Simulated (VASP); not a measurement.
A run of VASP 6.6.1 is set up as follows.

The input INCAR:

```
  ALGO = Normal
  EDIFF = 1E-6
  ENCUT = 600
  GGA = PS
  GGA_COMPAT = F
  ISIF = 2
  ISMEAR = 0
  LASPH = T
  LCHARG = F
  LREAL = F
  LWAVE = F
  NBANDS = 11
  NELM = 120
  PREC = Accurate
  SIGMA = 0.01
```

KPOINTS

```
k-points
0
Gamma
  8 8 8
```

File POSCAR:

```
SiC
1.0
    0.0000000000      2.1780523476      2.1780523476
    2.1780523476      0.0000000000      2.1780523476
    2.1780523476      2.1780523476      0.0000000000
Si C
1 1
Direct
    0.0000000000      0.0000000000      0.0000000000
    0.2500000000      0.2500000000      0.2500000000
```

Potentials or basis: VASP PAW PBE potentials, release 64 (Si, C).

Run with:

```sh
$ cat potpaw_PBE.64/Si/POTCAR potpaw_PBE.64/C/POTCAR > POTCAR
$ mpirun -np 1 vasp_std > vasp.out
```

Task: Predict the pressure.

Result: 0.3 GPa.

Task: What does it give for the band gap on the k mesh?

Result: 1.23 eV (least direct gap 4.44 eV).

Caveat: the PAW data sets were made with another functional, which shifts forces and pressure a little. A k mesh can miss the band edges.
